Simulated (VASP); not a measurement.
# W (Im-3m) in VASP: a series of runs

The runs below take W through single point, with PBE+D4, PBEsol+D3(BJ).

Program: VASP 6.6.1. These are calculated values, not measurements. Logs are shortened: lines on timing, memory, paths and dates and some standing lists are left out, and cuts for length are marked.

## Step 1: The cell of the first run

The structure is cubic, space group Im-3m (No. 229). Conventional cell: a = 3.122 Å, b = 3.122 Å, c = 3.122 Å, α = 90.00°, β = 90.00°, γ = 90.00°. Within 3.6 Å of W (site symmetry m-3m) lie 14 W at 2.70 to 3.12 Å.

## Step 2: Single point, PBE+D4

The input, INCAR:

```
SYSTEM = W
PREC = Accurate
ENCUT = 520
EDIFF = 1E-7
ISMEAR = -1
SIGMA = 0.05
LREAL = .FALSE.
LASPH = .TRUE.
NELM = 60
ALGO = Fast
ISIF = 2
LWAVE = .FALSE.
LCHARG = .TRUE.
GGA = PE
IVDW = 13
LELF = .TRUE.
LVHAR = .TRUE.
NBANDS = 13
```

The input, KPOINTS:

```
Automatic mesh
0
G
  12 12 12
  0 0 0
```

The input, POSCAR:

```
W
1.0
   -1.5609593379      1.5609593379      1.5609593379
    1.5609593379     -1.5609593379      1.5609593379
    1.5609593379      1.5609593379     -1.5609593379
W
1
Direct
    0.0000000000      0.0000000000      0.0000000000
```

Potentials or basis: VASP PAW PBE potentials, release 64 (W_sv).

Run with:

```bash
$ cat potpaw_PBE.64/W_sv/POTCAR > POTCAR
$ mpirun -np 1 vasp_std > vasp.out
```

OUTCAR:

```text
SYSTEM = W
   PREC = Accurate
   ENCUT = 520
   EDIFF = 1E-7
   ISMEAR = -1
   LREAL = .FALSE.
   LASPH = .TRUE.
   NELM = 60
   ISIF = 2
   GGA = PE
   IVDW = 13

 ion  position               nearest neighbor table
   1  0.000  0.000  0.000-

  LATTYP: Found a body centered cubic cell.
 ALAT       =     3.1219186758

  Lattice vectors:

 A1 = (  -1.5609593379,   1.5609593379,   1.5609593379)
 A2 = (   1.5609593379,  -1.5609593379,   1.5609593379)
 A3 = (   1.5609593379,   1.5609593379,  -1.5609593379)

Analysis of symmetry for initial positions (statically):
=====================================================================
 Subroutine PRICEL returns:
 Original cell was already a primitive cell.

 Routine SETGRP: Setting up the symmetry group for a
 body centered cubic supercell.

 Subroutine GETGRP returns: Found 48 space group operations
 (whereof 48 operations were pure point group operations)
 out of a pool of 48 trial point group operations.

The static configuration has the point symmetry O_h .

Analysis of symmetry for dynamics (positions and initial velocities):
=====================================================================
 Subroutine PRICEL returns:
 Original cell was already a primitive cell.

 Routine SETGRP: Setting up the symmetry group for a
 body centered cubic supercell.

 Subroutine GETGRP returns: Found 48 space group operations
 (whereof 48 operations were pure point group operations)
 out of a pool of 48 trial point group operations.

The dynamic configuration has the point symmetry O_h .

 Subroutine INISYM returns: Found 48 space group operations
 (whereof 48 operations are pure point group operations),
 and found     1 'primitive' translations

----------------------------------------------------------------------------------------

                                     Primitive cell

  volume of cell :      15.2137

  direct lattice vectors                    reciprocal lattice vectors
    -1.560959338  1.560959338  1.560959338     0.000000000  0.320315839  0.320315839
     1.560959338 -1.560959338  1.560959338     0.320315839  0.000000000  0.320315839
     1.560959338  1.560959338 -1.560959338     0.320315839  0.320315839  0.000000000

  length of vectors
     2.703660882  2.703660882  2.703660882     0.452995004  0.452995004  0.452995004

  position of ions in fractional coordinates (direct lattice)
     0.000000000  0.000000000  0.000000000

  ion indices of the primitive-cell ions
   primitive index   ion index
                 1           1

----------------------------------------------------------------------------------------

 KPOINTS: Automatic mesh

Automatic generation of k-mesh.
 Grid dimensions read from file:
 generate k-points for:   12   12   12

 Generating k-lattice:

  Cartesian coordinates                     Fractional coordinates (reciprocal lattice)
     0.000000000  0.026692987  0.026692987     0.083333333  0.000000000  0.000000000
     0.026692987  0.000000000  0.026692987     0.000000000  0.083333333  0.000000000
     0.026692987  0.026692987  0.000000000     0.000000000  0.000000000  0.083333333

  Length of vectors
     0.037749584  0.037749584  0.037749584

  Shift w.r.t. Gamma in fractional coordinates (k-lattice)
     0.000000000  0.000000000  0.000000000

 Subroutine IBZKPT returns following result:
 ===========================================

 Found     72 irreducible k-points:

 Following reciprocal coordinates:
            Coordinates               Weight
  0.000000  0.000000  0.000000      1.000000
  0.083333  0.000000  0.000000     12.000000
  0.166667  0.000000  0.000000     12.000000
  0.250000  0.000000  0.000000     12.000000
  0.333333  0.000000  0.000000     12.000000
  0.416667  0.000000  0.000000     12.000000
[... 16 lines left out ...]
  0.333333  0.083333  0.083333     24.000000
  0.416667  0.083333  0.083333     12.000000
 [... further k-points ...]
   k-points           NKPTS =     72   k-points in BZ     NKDIM =     72   number of bands    NBANDS=     13
   number of dos      NEDOS =    301   number of ions     NIONS =      1
   total plane-waves  NPLWV =   8000
   dimension x,y,z NGX =    20 NGY =   20 NGZ =   20
   dimension x,y,z NGXF=    40 NGYF=   40 NGZF=   40
   ions per type =               1
   NGX,Y,Z   is equivalent  to a cutoff of  12.30, 12.30, 12.30 a.u.
   NGXF,Y,Z  is equivalent  to a cutoff of  24.60, 24.60, 24.60 a.u.
 SYSTEM =  W
   PREC   = accura    normal or accurate (medium, high low for compatibility)
   ISTART =      0    job   : 0-new  1-cont  2-samecut
   ICHARG =      2    charge: 1-file 2-atom 10-const
   ISPIN  =      1    spin polarized calculation?
   LNONCOLLINEAR =      F non collinear calculations
   LSORBIT =      F    spin-orbit coupling
   LASPH  =      T    aspherical Exc in radial PAW
   ENCUT  =  520.0 eV  38.22 Ry    6.18 a.u.   5.03  5.03  5.03*2*pi/ulx,y,z
   NELM   =     60;   NELMIN=  2; NELMDL= -5     # of ELM steps
   EDIFF  = 0.1E-06   stopping-criterion for ELM
   LREAL  =      F    real-space projection
   EDIFFG = 0.1E-05   stopping-criterion for IOM
   NSW    =      0    number of steps for IOM
   IBRION =     -1    ionic relax: 0-MD 1-quasi-New 2-CG
   NFREE  =      0    steps in history (QN), initial steepest desc. (CG)
   ISIF   =      2    stress and relaxation
   ISYM   =      2    0-nonsym 1-usesym 2-fastsym
   POTIM  = 0.5000    time-step for ionic-motion
   TEBEG  =    0.0;   TEEND  =   0.0 temperature during run
   PSTRESS=    0.0 pullay stress
   NELECT =      14.0000    total number of electrons
   NUPDOWN=      -1.0000    fix difference up-down
   EMIN   =  10.00;   EMAX   =-10.00  energy-range for DOS
   EFERMI =   0.00;   METHOD = LEGACY
   ISMEAR =    -1;   SIGMA  =   0.05  broadening in eV -4-tet -1-fermi 0-gaus
   EFERMI_NEDOS =   21; number of points for ismear=-14 and -15
   IALGO  =     68    algorithm
   IMIX   =      4    mixing-type and parameters
     AMIX     =   0.40;   BMIX     =  1.00
     AMIX_MAG =   1.60;   BMIX_MAG =  1.00
  volume/ion in A,a.u.               =      15.21       102.67
  Fermi-wavevector in a.u.,A,eV,Ry     =   1.592353  3.009110 34.498755  2.535587
  Thomas-Fermi vector in A             =   2.690751
   LORBIT       =      0    0 simple, 1 ext, 2 COOP (PROOUT), +10 PAW based schemes
   GGA     = PE    functional components
   LHFCALC =     F    Hartree Fock is set to
   AEXX    =    0.0000 exact exchange contribution
   IVDW    =    13    specifies the selected vdW correction
   LEPSILON=     F    determine dielectric tensor
   LRPA    =     F    only Hartree local field effects (RPA)
 non-spin polarized calculation
 RMM-DIIS sequential band-by-band and
  energy-cutoff  :      520.00
  volume of cell :       15.21
 maximum number of plane-waves:       420
   NGX =  9   NGY =  9   NGZ =  9

 number of electron      14.0000003 magnetization

 Free energy of the ion-electron system (eV)
  ---------------------------------------------------
  ext. energy  EPLUGINS =         0.00000000
  ---------------------------------------------------
  free energy    TOTEN  =       -12.89725489 eV

  energy without entropy =      -12.89206876  energy(sigma->0) =      -12.89466182

 E-fermi :  12.0013     XC(G=0): -13.8741

 val. band max:       11.9714587658   @ k =  -0.1667   0.1667   0.0833
 cond. band min:      12.0107440437   @ k =   0.4167   0.0833   0.0000
 fundamental gap:      0.0392852779
 Fermi energy:        12.0013373638

 k-point     1 :       0.0000    0.0000    0.0000
  band No.  band energies     occupation
      1     -62.0768      2.00000
      2     -25.5733      2.00000
      3     -25.5733      2.00000
      4     -25.5733      2.00000
      5       2.1853      2.00000
      6      10.7521      2.00000
      7      10.7521      2.00000
      8      10.7521      2.00000
      9      14.4106      0.00000
     10      14.4106      0.00000
     11      26.6555      0.00000
     12      26.6555      0.00000
     13      26.6555      0.00000

 k-point     2 :       0.0833    0.0000    0.0000
  band No.  band energies     occupation
      1     -62.0662      2.00000
      2     -25.6808      2.00000
      3     -25.6064      2.00000
      4     -25.5739      2.00000
      5       2.5362      2.00000
      6      10.5375      2.00000
      7      10.6954      2.00000
      8      11.0943      2.00000
      9      14.0833      0.00000
     10      14.4125      0.00000
     11      26.9537      0.00000
     12      27.2509      0.00000
     13      27.5223      0.00000

 k-point     3 :       0.1667    0.0000    0.0000
  band No.  band energies     occupation
      1     -62.0369      2.00000
      2     -25.9672      2.00000
      3     -25.6960      2.00000
      4     -25.5757      2.00000
      5       3.4884      2.00000
      6      10.0004      2.00000
      7      10.4236      2.00000
      8      12.0954      0.26440
      9      13.6640      0.00000
     10      14.4556      0.00000
     11      27.4823      0.00000
     12      28.9225      0.00000
     13      29.2504      0.00000
[... 305 lines left out ...]
 k-point    23 :       0.3333    0.0833    0.0833
  band No.  band energies     occupation
      1     -61.9225      2.00000
      2     -26.8881      2.00000
      3     -26.0715      2.00000
      4     -25.6802      2.00000
      5       6.2560      2.00000
      6       8.3487      2.00000
      7      11.0188      2.00000
      8      14.5663      0.00000
      9      15.2813      0.00000
     10      19.0370      0.00000
     11      23.7312      0.00000
     12      24.9265      0.00000
     13      29.2575      0.00000

 k-point    24 :       0.4167    0.0833    0.0833
  band No.  band energies     occupation
      1     -61.9129      2.00000
      2     -26.9507      2.00000
      3     -26.1187      2.00000
      4     -25.6831      2.00000
      5       6.2025      2.00000
      6       8.2460      2.00000
      7      11.8711      1.86244
      8      14.5932      0.00000
      9      15.4082      0.00000
     10      19.8992      0.00000
     11      22.5701      0.00000
     12      24.4291      0.00000
     13      28.7474      0.00000

 [... further k-points ...]

------------------------ aborting loop because EDIFF is reached ----------------------------------------

  DFT-D4 for vdW energy calculation

  Edisp (eV):   -0.75015

  FORCE on cell =-STRESS in cart. coord.  units (eV):
  Direction    XX          YY          ZZ          XY          YZ          ZX
  --------------------------------------------------------------------------------------
  -------------------------------------------------------------------------------------
  Total       1.28562     1.28562     1.28562     0.00000     0.00000    -0.00000
  in kB     135.39077   135.39077   135.39077     0.00000     0.00000    -0.00000
  external pressure =      135.39 kB  Pullay stress =        0.00 kB

 VOLUME and BASIS-vectors are now :
 -----------------------------------------------------------------------------
  energy-cutoff  :      520.00
  volume of cell :       15.21
      direct lattice vectors                 reciprocal lattice vectors
    -1.560959338  1.560959338  1.560959338     0.000000000  0.320315839  0.320315839
     1.560959338 -1.560959338  1.560959338     0.320315839  0.000000000  0.320315839
     1.560959338  1.560959338 -1.560959338     0.320315839  0.320315839  0.000000000

 POSITION                                       TOTAL-FORCE (eV/Angst)
 -----------------------------------------------------------------------------------
      0.00000      0.00000      0.00000         0.000000     -0.000000     -0.000000
 -----------------------------------------------------------------------------------
    total drift:                                0.000000     -0.000000      0.000000

  FREE ENERGIE OF THE ION-ELECTRON SYSTEM (eV)
  ---------------------------------------------------
  free  energy   TOTEN  =       -13.6474013662 eV

  energy  without entropy=      -13.6422152385  energy(sigma->0) =      -13.64480830
```

Wall time 8.7 s (1 thread of Intel Xeon Platinum 8559C (Emerald Rapids), shared host); peak memory 0.13 GiB.

Results:

| Property | Result |
| --- | --- |
| Free energy | -13.6474 eV |
| Pressure | 13.5 GPa |
| Band gap on the k mesh | zero (band 7 reaches 17.53 eV, above the bottom of band 8 at 10.75 eV) |
| Dispersion energy per atom | -0.750 eV |

Caveat: spin-orbit coupling is left out, which moves the levels of the heavy elements; pairwise dispersion overbinds metals, which lowers pressure and volume.

## Step 3: Single point, PBEsol+D3(BJ)

This run uses another cell than the first one, of 14.90 Å³/atom, 0.979 times its volume.

The input, INCAR:

```
  ALGO = Normal
  EDIFF = 1E-6
  ENCUT = 520
  GGA = PS
  ISIF = 2
  ISMEAR = -1
  IVDW = 12
  LASPH = True
  LCHARG = False
  LREAL = False
  LWAVE = False
  NBANDS = 13
  NELM = 60
  PREC = Accurate
  SIGMA = 0.05
```

The input, KPOINTS:

```
k-points
0
Gamma
  12 12 12
```

The input, POSCAR:

```
W
1.0
   -1.5500431812      1.5500431812      1.5500431812
    1.5500431812     -1.5500431812      1.5500431812
    1.5500431812      1.5500431812     -1.5500431812
W
1
Direct
    0.0000000000      0.0000000000      0.0000000000
```

Potentials or basis: VASP PAW PBE potentials, release 64 (W_sv).

Run with:

```bash
$ cat potpaw_PBE.64/W_sv/POTCAR > POTCAR
$ mpirun -np 1 vasp_std > vasp.out
```

OUTCAR:

```text
EDIFF = 1E-6
   ENCUT = 520
   GGA = PS
   ISIF = 2
   ISMEAR = -1
   IVDW = 12
   LASPH = True
   LREAL = False
   NELM = 60
   PREC = Accurate
 IVDW          = 12

 ion  position               nearest neighbor table
   1  0.000  0.000  0.000-

  LATTYP: Found a body centered cubic cell.
 ALAT       =     3.1000863624

  Lattice vectors:

 A1 = (  -1.5500431812,   1.5500431812,   1.5500431812)
 A2 = (   1.5500431812,  -1.5500431812,   1.5500431812)
 A3 = (   1.5500431812,   1.5500431812,  -1.5500431812)

Analysis of symmetry for initial positions (statically):
=====================================================================
 Subroutine PRICEL returns:
 Original cell was already a primitive cell.

 Routine SETGRP: Setting up the symmetry group for a
 body centered cubic supercell.

 Subroutine GETGRP returns: Found 48 space group operations
 (whereof 48 operations were pure point group operations)
 out of a pool of 48 trial point group operations.

The static configuration has the point symmetry O_h .

Analysis of symmetry for dynamics (positions and initial velocities):
[... 169 lines left out ...]
      5       2.2001      2.00000
      6      10.8557      2.00000
      7      10.8557      2.00000
      8      10.8557      2.00000
      9      14.5825      0.00000
     10      14.5825      0.00000
     11      26.8698      0.00000
     12      26.8698      0.00000
     13      26.8698      0.00000
[... 354 lines left out ...]
  band No.  band energies     occupation
      1     -61.6821      2.00000
      2     -26.8004      2.00000
      3     -25.9039      2.00000
      4     -25.4377      2.00000
      5       6.2140      2.00000
      6       8.2851      2.00000
      7      12.0900      1.69955
      8      14.7931      0.00000
      9      15.6287      0.00000
     10      20.2913      0.00000
     11      23.0035      0.00000
     12      24.6752      0.00000
     13      29.2515      0.00000

 [... further k-points ...]

------------------------ aborting loop because EDIFF is reached ----------------------------------------

 Edisp (eV)   -0.79150

 E8    (eV) :    -0.5802

  FORCE on cell =-STRESS in cart. coord.  units (eV):
  Direction    XX          YY          ZZ          XY          YZ          ZX
  --------------------------------------------------------------------------------------
  -------------------------------------------------------------------------------------
  Total       0.99820     0.99820     0.99820     0.00000     0.00000     0.00000
  in kB     107.35839   107.35839   107.35839     0.00000     0.00000     0.00000
  external pressure =      107.36 kB  Pullay stress =        0.00 kB

 VOLUME and BASIS-vectors are now :
 -----------------------------------------------------------------------------
  energy-cutoff  :      520.00
  volume of cell :       14.90
      direct lattice vectors                 reciprocal lattice vectors
    -1.550043181  1.550043181  1.550043181     0.000000000  0.322571659  0.322571659
     1.550043181 -1.550043181  1.550043181     0.322571659  0.000000000  0.322571659
     1.550043181  1.550043181 -1.550043181     0.322571659  0.322571659  0.000000000

 POSITION                                       TOTAL-FORCE (eV/Angst)
 -----------------------------------------------------------------------------------
      0.00000      0.00000      0.00000        -0.000000      0.000000     -0.000000
 -----------------------------------------------------------------------------------
    total drift:                                0.000000      0.000000      0.000000

  FREE ENERGIE OF THE ION-ELECTRON SYSTEM (eV)
  ---------------------------------------------------
  free  energy   TOTEN  =       -14.5498630314 eV

  energy  without entropy=      -14.5446418376  energy(sigma->0) =      -14.54725243
```

stdout:

```text
POSCAR found type information on POSCAR W
 POSCAR found :  1 types and       1 ions
 scaLAPACK will be used
 -----------------------------------------------------------------------------
|                                                                             |
|                                                                             |
|     You enforced a specific xc type in the INCAR file but a different       |
|     I HOPE YOU KNOW WHAT YOU ARE DOING!                                     |
|                                                                             |
 -----------------------------------------------------------------------------

 LDA part: xc-table for (Slater+PW92), standard interpolation
 POSCAR, INCAR and KPOINTS ok, starting setup
 FFT: planning ... GRIDC
 FFT: planning ... GRID_SOFT
 FFT: planning ... GRID
 WAVECAR not read
 entering main loop
```

It took 6 s on 1 thread of Intel Xeon Platinum 8559C (Emerald Rapids), shared host; peak memory 0.14 GiB.

What came out:

```yaml
Free_energy: -14.5499 eV
Pressure: 10.7 GPa
Band_gap_on_the_k_mesh: zero (band 7 reaches 17.85 eV, above the bottom of band 8 at 10.86 eV)
Dispersion_energy_per_atom: -0.791 eV
```

Caveat: the PAW data sets were made with another functional, which shifts forces and pressure a little; spin-orbit coupling is left out, which moves the levels of the heavy elements; pairwise dispersion overbinds metals, which lowers pressure and volume.
